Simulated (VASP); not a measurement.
Here is a VASP 6.6.1 calculation.

File INCAR:

```
SYSTEM = Cs
ALGO = Fast ; EDIFF = 1E-7
ENCUT = 520 ; GGA = CA
ISIF = 2 ; ISMEAR = 0
LASPH = .TRUE. ; LCHARG = .FALSE.
LREAL = .FALSE. ; LWAVE = .FALSE.
NBANDS = 10 ; NELM = 60
PREC = Accurate ; SIGMA = 0.15
```

KPOINTS

```
k-points
0
G
  12 12 12
  0 0 0
```

The input POSCAR:

```
Cs
1.0
   -2.7500754600      2.6675731962      4.0972389800
    2.7500754600     -2.6675731962      4.0972389800
    2.7500754600      2.6675731962     -4.0972389800
Cs
1
Direct
    0.0000000000      0.0000000000      0.0000000000
```

Potentials or basis: VASP PAW LDA potentials, release 64 (Cs_sv).

The run is started by

```bash
$ cat potpaw_LDA.64/Cs_sv/POTCAR > POTCAR
$ mpirun -np 1 vasp_std > vasp.out
```

(1) What does it give for the pressure?

(2) What does it give for the band gap on the k mesh?

## Answers

(1) -0.4 GPa.

(2) zero (an odd number of electrons rules out a gap without spin polarisation).

Caveat: the cell differs from its parent crystal (strain -0.0300 x Voigt [0, 1, 0, 0, 0, 0]); spin-orbit coupling is left out, which moves the levels of the heavy elements.
